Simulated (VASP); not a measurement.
**BN: single point with LDA**

The system is BN.

```
CELL_PARAMETERS angstrom
0.00000 1.79027 1.79027
1.79027 0.00000 1.79027
1.79027 1.79027 0.00000
ATOMIC_POSITIONS crystal
B 0.00000 0.00000 0.00000
N 0.25000 0.25000 0.25000
```

| Quantity | Value |
| --- | --- |
| Program | VASP 6.6.1 |
| Task | single point |
| Functional | LDA |
| Potentials or basis | VASP PAW LDA potentials, release 64 (B, N) |
| Cutoff | 600 eV |
| k mesh | 12 × 12 × 12 |
| Occupations | gaussian, width 0.02 eV |
| Spin | no spin polarisation |
| Dipole correction | no |
| Further INCAR settings | ALGO = Normal; EDIFF = 1e-06; NBANDS = 11 |

The pressure is 0.8 GPa and the band gap on the k mesh is 4.38 eV (least direct gap 8.82 eV).

Levels at points of the mesh, in eV from the valence-band top:
```
           k point  band 1  band 2  band 3  band 4  band 5  band 6  band 7  band 8  band 9
(0.00, 0.00, 0.00)  -20.40    0.00    0.00    0.00    8.82    8.82    8.82   10.91   25.04
(0.50, 0.00, 0.00)  -15.98  -10.98   -2.00   -2.00   10.59   10.72   10.72   15.31   23.50
(0.50, 0.50, 0.00)  -14.56   -9.07   -5.07   -5.07    4.38    9.31   18.14   18.14   21.00
```

It took 13 s on 1 thread of Intel Xeon 8259CL, on a shared host, peak memory 0.12 GiB.

A k mesh can miss the band edges.
